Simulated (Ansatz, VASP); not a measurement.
**Two plane-wave programs on Li2CaSc2**

```
CELL_PARAMETERS angstrom
3.39253 0.00000 0.00000
0.00000 3.39253 0.00000
0.00000 0.00000 11.02756
ATOMIC_POSITIONS crystal
Li 0.50000 0.50000 0.00000
Li 0.00000 0.00000 0.00000
Ca 0.50000 0.50000 0.50000
Sc 0.00000 0.00000 0.25274
Sc 0.00000 0.00000 0.74726
```

Alike in both runs: functional PBE; k mesh 12 × 12 × 4; occupations gaussian, width 0.1 eV; collinear spin.

Ansatz relaxed the structure, and its values are those at the end. VASP's run is a single point on that final structure, the one shown.

|  | VASP | Ansatz |
| --- | --- | --- |
| version | VASP 6.6.1 | Ansatz 0.2.0 |
| potentials or method | VASP PAW PBE potentials, release 64 (Li_sv, Ca_sv, Sc_sv), cutoff 750 eV | scalar-relativistic, plane waves, PAW |
| valence electrons in the cell | 38 | 38 |

```tsv
	VASP	Ansatz	Ansatz less VASP
gap on the k mesh at the Fermi level (eV)	none	none	-
pressure (GPa)	0.0	0.0	+0.01
net moment per atom (μB)	0.33	0.33	-0.001
size of the moment on the site where the two differ most (μB)	0.06	0.10	+0.044
```

Site moments also hang on the region over which each program counts them. A gap of «none» marks a metal or a gap that the smearing closes.
